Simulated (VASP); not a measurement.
Set up this calculation in VASP 6.6.1, as the native input.

```yaml
Task: single point
Functional: r2SCAN
Potentials_or_basis: VASP PAW PBE potentials, release 64 (Zr_sv, H)
Cutoff: 520 eV
k_mesh: 9 × 9 × 9, shifted
Occupations: methfessel-paxton, width 0.3 eV
Spin: no spin polarisation
Dipole_correction: no
Further_INCAR_settings: ALGO = Normal; EDIFF = 1e-07; NBANDS = 16
```

ZrH3:

```xyz
4
Lattice="3.1260 0.0000 0.0000 0.0000 3.1260 0.0000 0.0000 0.0000 3.1260" Properties=species:S:1:pos:R:3 pbc="T T T"
Zr    0.0000    0.0000    0.0000
H     0.0000    1.5630    1.5630
H     1.5630    0.0000    1.5630
H     1.5630    1.5630    0.0000
```

The input as run:

POSCAR

```
ZrH3
1.0
    3.1260380000      0.0000000000      0.0000000000
    0.0000000000      3.1260380000      0.0000000000
    0.0000000000      0.0000000000      3.1260380000
Zr H
1 3
Direct
    0.0000000000      0.0000000000      0.0000000000
    0.0000000000      0.5000000000      0.5000000000
    0.5000000000      0.0000000000      0.5000000000
    0.5000000000      0.5000000000      0.0000000000
```

INCAR.step1

```
SYSTEM = ZrH3
PREC     = Accurate       ! precision mode
ENCUT    = 520            ! plane-wave cutoff, eV
ISMEAR   = 1              ! smearing method
SIGMA    = 0.3            ! smearing width, eV
LREAL    = .FALSE.        ! projectors in reciprocal space
LASPH    = .TRUE.         ! aspherical terms in the spheres
NELM     = 100            ! most SCF steps
NBANDS   = 16             ! bands
GGA      = PE             ! functional
ALGO     = Normal         ! electronic algorithm
EDIFF    = 1E-4           ! SCF threshold, eV
LWAVE    = .TRUE.         ! write WAVECAR
LCHARG   = .FALSE.        ! write CHGCAR
```

INCAR.step2

```
SYSTEM = ZrH3
PREC     = Accurate       ! precision mode
ENCUT    = 520            ! plane-wave cutoff, eV
EDIFF    = 1E-7           ! SCF threshold, eV
ISMEAR   = 1              ! smearing method
SIGMA    = 0.3            ! smearing width, eV
LREAL    = .FALSE.        ! projectors in reciprocal space
LASPH    = .TRUE.         ! aspherical terms in the spheres
NELM     = 100            ! most SCF steps
ALGO     = Normal         ! electronic algorithm
ISIF     = 2              ! what is computed and relaxed
LWAVE    = .FALSE.        ! write WAVECAR
LCHARG   = .FALSE.        ! write CHGCAR
METAGGA  = R2SCAN         ! meta-GGA
LMIXTAU  = .TRUE.       
NBANDS   = 16             ! bands
ISTART   = 1
```

KPOINTS

```
Automatic mesh
0
Gamma
  9 9 9
  0.5 0.5 0.5
```

Potentials or basis: VASP PAW PBE potentials, release 64 (Zr_sv, H).

The run is started by

```bash
$ cat potpaw_PBE.64/Zr_sv/POTCAR potpaw_PBE.64/H/POTCAR > POTCAR
$ cp INCAR.step1 INCAR
$ mpirun -np 1 vasp_std > vasp.out
$ cp INCAR.step2 INCAR
$ mpirun -np 1 vasp_std > vasp.out
```

It gave:

* Pressure: -1.6 GPa
* Band gap on the k mesh: zero (an odd number of electrons rules out a gap without spin polarisation)

Caveat: so wide a smearing shifts energies and pressures; the PAW data sets were made with another functional, which shifts forces and pressure a little.

Run time: 70 s on 1 thread of Intel Xeon 8259CL (shared host), peak memory 0.15 GiB.
